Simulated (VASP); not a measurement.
Write the native input for VASP 6.6.1 that does the following.

```
Task                   : single point
Functional             : PBE
Potentials or basis    : VASP PAW PBE potentials, release 64 (Si)
Cutoff                 : 500 eV
k mesh                 : 8 × 8 × 8
Occupations            : gaussian, width 0.02 eV
Spin                   : no spin polarisation
Dipole correction      : no
Further INCAR settings : ALGO = Normal; EDIFF = 1e-06; NBANDS = 11
```

The structure of Si lies in POSCAR:

```
Si
1.0
    0.0000000000      2.7348037293      2.7348037293
    2.7348037293      0.0000000000      2.7348037293
    2.7348037293      2.7348037293      0.0000000000
Si
2
Direct
    0.7500000000      0.7500000000      0.7500000000
    0.5000000000      0.5000000000      0.5000000000
```

The input as run:

INCAR

```
PREC     = Accurate       # precision mode
ENCUT    = 500            # plane-wave cutoff, eV
EDIFF    = 1E-6           # SCF threshold, eV
ISMEAR   = 0              # smearing method
SIGMA    = 0.02           # smearing width, eV
LREAL    = F              # projectors in reciprocal space
LASPH    = T              # aspherical terms in the spheres
NELM     = 120            # most SCF steps
ALGO     = Normal         # electronic algorithm
ISIF     = 2              # what is computed and relaxed
LWAVE    = F              # write WAVECAR
LCHARG   = F              # write CHGCAR
GGA      = PE             # functional
NBANDS   = 11             # bands
GGA_COMPAT= F
```

KPOINTS

```
Automatic mesh
0
Gamma
  8 8 8
```

Potentials or basis: VASP PAW PBE potentials, release 64 (Si).

The run is started by

```sh
$ cat potpaw_PBE.64/Si/POTCAR > POTCAR
$ mpirun -np 1 vasp_std > vasp.out
```

It gave:

```yaml
Pressure: 0.0 GPa
Band_gap_on_the_k_mesh: 0.65 eV, indirect (least direct gap 2.56 eV)
```

It took 12 s on 1 thread of Intel(R) Xeon(R) Platinum 8259CL CPU @ 2.50GHz (Skylake/Cascade Lake), on a shared host, peak memory 0.15 GiB.
